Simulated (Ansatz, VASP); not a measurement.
**One calculation of ZnSe, two programs**

Contents of INCAR:

```
PREC = Accurate
ENCUT = 520
EDIFF = 1E-7
ISMEAR = 0
SIGMA = 0.05
LREAL = False
LASPH = True
NELM = 80
ALGO = Normal
ISIF = 2
LWAVE = False
LCHARG = False
GGA = PE
NBANDS = 16
```

The input KPOINTS:

```
Automatic mesh
0
Gamma
  10 10 10
```

Contents of POSCAR:

```
ZnSe
1.0
    0.0000000000      2.6969341090      3.2363209307
    2.6969341090      0.0000000000      3.2363209307
    2.6969341090      2.6969341090      0.0000000000
Zn Se
1 1
Direct
    0.0000000000      0.0000000000      0.0000000000
    0.7500000000      0.7500000000      0.7500000000
```

Input for Ansatz:

```yaml
crystal:
  lattice:
    - [0.0, 2.696934109, 3.2363209307]
    - [2.696934109, 0.0, 3.2363209307]
    - [2.696934109, 2.696934109, 0.0]
  atoms:
    - { symbol: Zn, position: [0.0, 0.0, 0.0] }
    - { symbol: Se, position: [0.75, 0.75, 0.75] }
basis:
  ecutwfc: 420
kpoints:
  mp_grid: { grid: [10, 10, 10] }
hamiltonian:
  xc: pbe
scf:
  occupations: { method: gaussian, width: 0.05 }
output:
  forces: true
  stress: true
  eigenvalues: true
```

Alike in both runs: task single point; functional PBE; k mesh 10 × 10 × 10; occupations gaussian, width 0.05 eV; no spin polarisation.

|  | VASP | Ansatz |
| --- | --- | --- |
| version | VASP 6.6.1 | Ansatz 0.2.0 |
| potentials or method | VASP PAW PBE potentials, release 64 (Zn, Se), cutoff 520 eV | scalar-relativistic, plane waves, PAW |
| valence electrons in the cell | 18 | 28 |

```tsv
	VASP	Ansatz	Ansatz less VASP
gap on the k mesh at the Fermi level (eV)	0.67	0.67	-0.001
least direct gap on the mesh (eV)	0.67	0.67	-0.001
pressure (GPa)	-0.2	-0.4	-0.21
traceless stress, the component that is largest in VASP (GPa)	-5.66	-5.69	-0.031
```

VASP's potentials hold 18 valence electrons a cell and Ansatz's 28, so a difference there can come from the potentials and not from the codes.
